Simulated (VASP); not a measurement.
Here is a VASP 6.6.1 calculation.

Contents of INCAR:

```
PREC = Accurate
ENCUT = 520
EDIFF = 1E-6
ISMEAR = 0
SIGMA = 0.05
LREAL = False
LASPH = True
NELM = 150
ALGO = Normal
ISIF = 2
LWAVE = False
LCHARG = False
ISPIN = 2
MAGMOM = 6.76 0 0 0
LORBIT = 11
LMAXMIX = 6
GGA = PS
NBANDS = 42
```

KPOINTS

```
Automatic mesh
0
Gamma
  8 8 8
```

Contents of POSCAR:

```
EuRu3
1.0
    4.0390222313      0.0000000000      0.0000000000
    0.0000000000      4.0390222313      0.0000000000
    0.0000000000      0.0000000000      4.0390222313
Eu Ru
1 3
Direct
    0.0000000000      0.0000000000      0.0000000000
    0.0000000000      0.5000000000      0.5000000000
    0.5000000000      0.5000000000      0.0000000000
    0.5000000000      0.0000000000      0.5000000000
```

Potentials or basis: VASP PAW PBE potentials, release 64 (Eu, Ru_pv).

Command:

```sh
$ cat potpaw_PBE.64/Eu/POTCAR potpaw_PBE.64/Ru_pv/POTCAR > POTCAR
$ mpirun -np 1 vasp_std > vasp.out
```

(1) Estimate the net moment.

(2) Predict the pressure.

(3) Estimate the site moments.

Answers

(1) 4.82 μB per cell.

(2) -6.4 GPa.

(3) Eu +6.11; Ru -0.49 μB.

Caveat: the PAW data sets were made with another functional, which shifts forces and pressure a little.
